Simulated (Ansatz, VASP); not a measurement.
# Two plane-wave programs on InP

```
In P
1.0
     0.00000    2.72954    2.72954
     2.72954    0.00000    2.72954
     2.72954    2.72954    0.00000
In P
1 1
Direct
  0.00000 0.00000 0.00000
  0.50000 0.50000 0.50000
```

Alike in both runs: task single point; functional PBEsol; k mesh 10 × 10 × 10; occupations gaussian, width 0.05 eV; no spin polarisation.

|  | VASP | Ansatz |
| --- | --- | --- |
| version | VASP 6.6.1 | Ansatz 0.2.0 |
| potentials or method | VASP PAW PBE potentials, release 64 (In_d, P), cutoff 520 eV | scalar-relativistic, plane waves, PAW |
| valence electrons in the cell | 18 | 18 |

```tsv
	VASP	Ansatz	Ansatz less VASP
gap on the k mesh at the Fermi level (eV)	none	none	-
pressure (GPa)	0.0	0.0	-0.03
```

VASP's potentials were made for PBE, not for PBEsol. A gap of «none» marks a metal or a gap that the smearing closes.
